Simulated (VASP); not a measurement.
# CuF2 (P4/mmm) in VASP: single point with LDA

Aim: the single point of CuF2 with LDA.

Everything below comes from runs of VASP 6.6.1. Logs are shortened: lines on timing, memory, paths and dates and some standing lists are left out, and cuts for length are marked.

### Step 1. The cell of the first run

It takes space group P4/mmm (No. 123, tetragonal). Conventional cell: a = 3.747 Å, b = 3.747 Å, c = 3.607 Å, α = 90.00°, β = 90.00°, γ = 90.00°. Within 2.5 Å of Cu (site symmetry 4/mmm) lie 4 F at 1.87 Å. Within 2.5 Å of F (site symmetry mmm) lie 2 Cu at 1.87 Å.

### Step 2. Single point, LDA

The input, INCAR:

```
ALGO = Normal
EDIFF = 1E-6
ENCUT = 820
GGA = CA
GGA_COMPAT = False
ISIF = 2
ISMEAR = 1
LASPH = True
LCHARG = False
LREAL = False
LWAVE = False
NBANDS = 24
NELM = 120
PREC = Accurate
SIGMA = 0.1
```

The input, KPOINTS:

```
k-points
0
Gamma
  6 6 7
```

The input, POSCAR:

```
CuF2
1.0
    3.7470110000      0.0000000000      0.0000000000
    0.0000000000      3.7470110000      0.0000000000
    0.0000000000      0.0000000000      3.6073050000
Cu F
1 2
Direct
    0.0000000000      0.0000000000      0.0000000000
    0.5000000000      0.0000000000      0.0000000000
    0.0000000000      0.5000000000      0.0000000000
```

Potentials or basis: VASP PAW LDA potentials, release 64 (Cu_sv_GW, F).

Run with:

```console
$ cat potpaw_LDA.64/Cu_sv_GW/POTCAR potpaw_LDA.64/F/POTCAR > POTCAR
$ mpirun -np 1 vasp_std > vasp.out
```

OUTCAR:

```text
EDIFF = 1E-6
   ENCUT = 820
   GGA = CA
   ISIF = 2
   ISMEAR = 1
   LASPH = True
   LREAL = False
   NELM = 120
   PREC = Accurate

 ion  position               nearest neighbor table
   1  0.000  0.000  0.000-   2 1.87   3 1.87   3 1.87   2 1.87
   2  0.500  0.000  0.000-   1 1.87   1 1.87
   3  0.000  0.500  0.000-   1 1.87   1 1.87

  LATTYP: Found a simple tetragonal cell.
 ALAT       =     3.7470110000
 C/A-ratio  =     0.9627153483

  Lattice vectors:

 A1 = (   3.7470110000,   0.0000000000,   0.0000000000)
 A2 = (   0.0000000000,   3.7470110000,   0.0000000000)
 A3 = (   0.0000000000,   0.0000000000,   3.6073050000)

Analysis of symmetry for initial positions (statically):
=====================================================================
 Subroutine PRICEL returns:
 Original cell was already a primitive cell.

 Routine SETGRP: Setting up the symmetry group for a
 simple tetragonal supercell.

 Subroutine GETGRP returns: Found 16 space group operations
 (whereof 16 operations were pure point group operations)
 out of a pool of 16 trial point group operations.

The static configuration has the point symmetry D_4h.

Analysis of symmetry for dynamics (positions and initial velocities):
=====================================================================
 Subroutine PRICEL returns:
 Original cell was already a primitive cell.

 Routine SETGRP: Setting up the symmetry group for a
 simple tetragonal supercell.

 Subroutine GETGRP returns: Found 16 space group operations
 (whereof 16 operations were pure point group operations)
 out of a pool of 16 trial point group operations.

The dynamic configuration has the point symmetry D_4h.

 Subroutine INISYM returns: Found 16 space group operations
 (whereof 16 operations are pure point group operations),
 and found     1 'primitive' translations

----------------------------------------------------------------------------------------

                                     Primitive cell

  volume of cell :      50.6469

  direct lattice vectors                    reciprocal lattice vectors
     3.747011000  0.000000000  0.000000000     0.266879387  0.000000000  0.000000000
     0.000000000  3.747011000  0.000000000     0.000000000  0.266879387  0.000000000
     0.000000000  0.000000000  3.607305000     0.000000000  0.000000000  0.277215262

  length of vectors
     3.747011000  3.747011000  3.607305000     0.266879387  0.266879387  0.277215262

  position of ions in fractional coordinates (direct lattice)
     0.000000000  0.000000000  0.000000000
     0.500000000  0.000000000  0.000000000
     0.000000000  0.500000000  0.000000000

  ion indices of the primitive-cell ions
   primitive index   ion index
                 1           1
                 2           2
                 3           3

----------------------------------------------------------------------------------------

 KPOINTS: k-points

Automatic generation of k-mesh.
 Grid dimensions read from file:
 generate k-points for:    6    6    7

 Generating k-lattice:

  Cartesian coordinates                     Fractional coordinates (reciprocal lattice)
     0.044479898  0.000000000  0.000000000     0.166666667  0.000000000  0.000000000
     0.000000000  0.044479898  0.000000000     0.000000000  0.166666667  0.000000000
     0.000000000  0.000000000  0.039602180     0.000000000  0.000000000  0.142857143

  Length of vectors
     0.044479898  0.044479898  0.039602180

  Shift w.r.t. Gamma in fractional coordinates (k-lattice)
     0.000000000  0.000000000  0.000000000

 Subroutine IBZKPT returns following result:
 ===========================================

 Found     40 irreducible k-points:

 Following reciprocal coordinates:
            Coordinates               Weight
  0.000000  0.000000  0.000000      1.000000
  0.166667  0.000000  0.000000      4.000000
  0.333333  0.000000  0.000000      4.000000
  0.500000  0.000000  0.000000      2.000000
  0.166667  0.166667  0.000000      4.000000
  0.333333  0.166667  0.000000      8.000000
[... 16 lines left out ...]
  0.333333  0.000000  0.285714      8.000000
  0.500000  0.000000  0.285714      4.000000
 [... further k-points ...]
   k-points           NKPTS =     40   k-points in BZ     NKDIM =     40   number of bands    NBANDS=     24
   number of dos      NEDOS =    301   number of ions     NIONS =      3
   total plane-waves  NPLWV =  46656
   dimension x,y,z NGX =    36 NGY =   36 NGZ =   36
   dimension x,y,z NGXF=    72 NGYF=   72 NGZF=   72
   ions per type =               1   2
   NGX,Y,Z   is equivalent  to a cutoff of  15.97, 15.97, 16.59 a.u.
   NGXF,Y,Z  is equivalent  to a cutoff of  31.94, 31.94, 33.18 a.u.
 SYSTEM =  unknown system
   PREC   = accura    normal or accurate (medium, high low for compatibility)
   ISTART =      0    job   : 0-new  1-cont  2-samecut
   ICHARG =      2    charge: 1-file 2-atom 10-const
   ISPIN  =      1    spin polarized calculation?
   LNONCOLLINEAR =      F non collinear calculations
   LSORBIT =      F    spin-orbit coupling
   LASPH  =      T    aspherical Exc in radial PAW
   ENCUT  =  820.0 eV  60.27 Ry    7.76 a.u.   8.75  8.75  8.42*2*pi/ulx,y,z
   NELM   =    120;   NELMIN=  2; NELMDL= -5     # of ELM steps
   EDIFF  = 0.1E-05   stopping-criterion for ELM
   LREAL  =      F    real-space projection
   EDIFFG = 0.1E-04   stopping-criterion for IOM
   NSW    =      0    number of steps for IOM
   IBRION =     -1    ionic relax: 0-MD 1-quasi-New 2-CG
   NFREE  =      0    steps in history (QN), initial steepest desc. (CG)
   ISIF   =      2    stress and relaxation
   ISYM   =      2    0-nonsym 1-usesym 2-fastsym
   POTIM  = 0.5000    time-step for ionic-motion
   TEBEG  =    0.0;   TEEND  =   0.0 temperature during run
   PSTRESS=    0.0 pullay stress
   NELECT =      33.0000    total number of electrons
   NUPDOWN=      -1.0000    fix difference up-down
   EMIN   =  10.00;   EMAX   =-10.00  energy-range for DOS
   EFERMI =   0.00;   METHOD = LEGACY
   ISMEAR =     1;   SIGMA  =   0.10  broadening in eV -4-tet -1-fermi 0-gaus
   EFERMI_NEDOS =   21; number of points for ismear=-14 and -15
   IALGO  =     38    algorithm
   IMIX   =      4    mixing-type and parameters
     AMIX     =   0.40;   BMIX     =  1.00
     AMIX_MAG =   1.60;   BMIX_MAG =  1.00
  volume/ion in A,a.u.               =      16.88       113.93
  Fermi-wavevector in a.u.,A,eV,Ry     =   1.419260  2.682012 27.406190  2.014298
  Thomas-Fermi vector in A             =   2.540299
   LORBIT       =      0    0 simple, 1 ext, 2 COOP (PROOUT), +10 PAW based schemes
   GGA     = CA    functional components
   LHFCALC =     F    Hartree Fock is set to
   AEXX    =    0.0000 exact exchange contribution
   IVDW    =     0    specifies the selected vdW correction
   LEPSILON=     F    determine dielectric tensor
   LRPA    =     F    only Hartree local field effects (RPA)
 non-spin polarized calculation
 Methfessel and Paxton  Order N= 1 SIGMA  =   0.10
  energy-cutoff  :      820.00
  volume of cell :       50.65
 maximum number of plane-waves:      2724
 NGX is ok and might be reduce to    36
   NGX = 17   NGY = 17   NGZ = 17

 number of electron      32.9999990 magnetization

 Free energy of the ion-electron system (eV)
  ---------------------------------------------------
  ext. energy  EPLUGINS =         0.00000000
  ---------------------------------------------------
  free energy    TOTEN  =       -13.36237790 eV

  energy without entropy =      -13.35827189  energy(sigma->0) =      -13.36100923

 E-fermi :  -1.8628     XC(G=0):  -8.8688

 val. band max:       -1.8717345454   @ k =   0.3333   0.1667   0.1429
 cond. band min:      -1.8391237801   @ k =   0.3333   0.1667   0.2857
 fundamental gap:      0.0326107654
 Fermi energy:        -1.8628367385

 k-point     1 :       0.0000    0.0000    0.0000
  band No.  band energies     occupation
      1    -112.6974      2.00000
      2     -70.8832      2.00000
      3     -70.8832      2.00000
      4     -70.1990      2.00000
      5     -23.9412      2.00000
      6     -23.2094      2.00000
[... 16 lines left out ...]
     23      12.6658      0.00000
     24      14.3912      0.00000

 k-point     2 :       0.1667    0.0000    0.0000
  band No.  band energies     occupation
      1    -112.6974      2.00000
      2     -70.8832      2.00000
      3     -70.8831      2.00000
      4     -70.1991      2.00000
      5     -23.8745      2.00000
      6     -23.2359      2.00000
[... 16 lines left out ...]
     23      13.0211      0.00000
     24      15.7387      0.00000

 k-point     3 :       0.3333    0.0000    0.0000
  band No.  band energies     occupation
      1    -112.6975      2.00000
      2     -70.8837      2.00000
      3     -70.8832      2.00000
      4     -70.1993      2.00000
      5     -23.7103      2.00000
      6     -23.3185      2.00000
[... 16 lines left out ...]
     23      13.7197      0.00000
     24      15.8660      0.00000

 k-point     4 :       0.5000    0.0000    0.0000
  band No.  band energies     occupation
      1    -112.6975      2.00000
      2     -70.8837      2.00000
      3     -70.8832      2.00000
      4     -70.1993      2.00000
      5     -23.5755      2.00000
      6     -23.4118      2.00000
[... 16 lines left out ...]
     23      13.8538      0.00000
     24      15.4076      0.00000

 k-point     5 :       0.1667    0.1667    0.0000
  band No.  band energies     occupation
      1    -112.6974      2.00000
      2     -70.8833      2.00000
      3     -70.8833      2.00000
      4     -70.1991      2.00000
      5     -23.8117      2.00000
      6     -23.2564      2.00000
[... 16 lines left out ...]
     23      13.5422      0.00000
     24      16.1396      0.00000

 k-point     6 :       0.3333    0.1667    0.0000
  band No.  band energies     occupation
      1    -112.6975      2.00000
      2     -70.8837      2.00000
      3     -70.8833      2.00000
      4     -70.1993      2.00000
      5     -23.6583      2.00000
      6     -23.3236      2.00000
[... 16 lines left out ...]
     23      13.5957      0.00000
     24      15.8543      0.00000
[... 379 lines left out ...]
 k-point    21 :       0.0000    0.0000    0.2857
  band No.  band energies     occupation
      1    -112.6975      2.00000
      2     -70.8832      2.00000
      3     -70.8832      2.00000
      4     -70.1995      2.00000
      5     -23.9221      2.00000
      6     -23.1996      2.00000
[... 16 lines left out ...]
     23      14.3698      0.00000
     24      15.4422      0.00000

 k-point    22 :       0.1667    0.0000    0.2857
  band No.  band energies     occupation
      1    -112.6975      2.00000
      2     -70.8833      2.00000
      3     -70.8832      2.00000
      4     -70.1995      2.00000
      5     -23.8560      2.00000
      6     -23.2256      2.00000
[... 16 lines left out ...]
     23      13.9687      0.00000
     24      16.3432      0.00000

 k-point    23 :       0.3333    0.0000    0.2857
  band No.  band energies     occupation
      1    -112.6974      2.00000
      2     -70.8836      2.00000
      3     -70.8831      2.00000
      4     -70.1995      2.00000
      5     -23.6936      2.00000
      6     -23.3066      2.00000
[... 16 lines left out ...]
     23      13.6903      0.00000
     24      15.8466      0.00000

 k-point    24 :       0.5000    0.0000    0.2857
  band No.  band energies     occupation
      1    -112.6974      2.00000
      2     -70.8838      2.00000
      3     -70.8832      2.00000
      4     -70.1994      2.00000
      5     -23.5611      2.00000
      6     -23.3978      2.00000
[... 16 lines left out ...]
     23      14.6991      0.00000
     24      15.0768      0.00000

 [... further k-points ...]
[... 5 lines left out ...]
  --------------------------------------------------------------------------------------
  -------------------------------------------------------------------------------------
  Total       -3.0693629     -3.0693629     -0.4584728      0.0000000     -0.0000000      0.0000000
  in kB      -97.0970481    -97.0970481    -14.5034521      0.0000000     -0.0000000      0.0000000
  external PRESSURE =     -69.5658495 kB  Pullay stress =       0.0000000 kB

 VOLUME and BASIS-vectors are now :
 -----------------------------------------------------------------------------
  energy-cutoff  :      820.00
  volume of cell :       50.65
      direct lattice vectors                 reciprocal lattice vectors
     3.747011000  0.000000000  0.000000000     0.266879387  0.000000000  0.000000000
     0.000000000  3.747011000  0.000000000     0.000000000  0.266879387  0.000000000
     0.000000000  0.000000000  3.607305000     0.000000000  0.000000000  0.277215262

 POSITION                                       TOTAL-FORCE (eV/Angst)
 -----------------------------------------------------------------------------------
      0.00000      0.00000      0.00000         0.000000      0.000000      0.000000
      1.87351      0.00000      0.00000         0.000000      0.000000      0.000000
      0.00000      1.87351      0.00000         0.000000      0.000000      0.000000
 -----------------------------------------------------------------------------------
    total drift:                                0.000000      0.000000     -0.000000

  FREE ENERGIE OF THE ION-ELECTRON SYSTEM (eV)
  ---------------------------------------------------
  free  energy   TOTEN  =       -13.3623778960 eV

  energy  without entropy=      -13.3582718928  energy(sigma->0) =      -13.36100923
```

Wall time 46 s (1 thread of Intel Xeon 6975P-C (Granite Rapids), shared host); peak memory 0.24 GiB.

Results:

```
Free energy            : -13.3624 eV
Pressure               : -7.0 GPa
Band gap on the k mesh : zero (an odd number of electrons rules out a gap without spin polarisation)
```

Levels at points of the mesh, in eV from the Fermi level:
| k point | band 15 | band 16 | band 17 | band 18 | band 19 | band 20 |
| --- | --- | --- | --- | --- | --- | --- |
| (0.00, 0.00, 0.00) | -1.61 | -1.61 | -1.60 | 3.03 | 10.52 | 12.92 |
| (0.50, 0.00, 0.00) | -0.76 | -0.54 | -0.47 | 5.84 | 7.76 | 12.28 |
| (0.50, 0.50, 0.00) | -0.54 | -0.54 | 1.59 | 7.70 | 9.27 | 9.27 |

Caveat: the stress differs along the axes, from -10 to -1 GPa; an odd number of electrons without spin polarisation forces a metal; a magnetic or distorted state may lie lower.

The gap in the log of VASP goes by the Fermi energy; the results here count the filled bands.